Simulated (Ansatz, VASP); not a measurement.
**One calculation of Pt, two programs**

```
Pt
1.0
     2.76067    0.00000    0.00000
    -1.38033    2.39081    0.00000
     0.00000    0.00000    4.79213
Pt
2
Direct
  0.66667 0.33333 0.75000
  0.33333 0.66667 0.25000
```

Alike in both runs: task single point; functional PBEsol; k mesh 18 × 18 × 10; occupations gaussian, width 0.15 eV; no spin polarisation.

|  | VASP | Ansatz |
| --- | --- | --- |
| version | VASP 6.6.1 | Ansatz 0.2.0 |
| potentials or method | VASP PAW PBE potentials, release 64 (Pt), cutoff 520 eV | scalar-relativistic, plane waves, PAW |
| valence electrons in the cell | 20 | 36 |

|  | VASP | Ansatz | Ansatz less VASP |
| --- | --- | --- | --- |
| gap on the k mesh at the Fermi level (eV) | none | none | - |
| pressure (GPa) | -11.2 | -10.8 | +0.38 |
| traceless stress, the component that is largest in VASP (GPa) | -0.07 | 0.04 | +0.117 |

VASP's potentials were made for PBE, not for PBEsol. A gap of «none» marks a metal or a gap that the smearing closes. VASP's potentials hold 20 valence electrons a cell and Ansatz's 36, so a difference there can come from the potentials and not from the codes.

Spin-orbit coupling is off throughout.
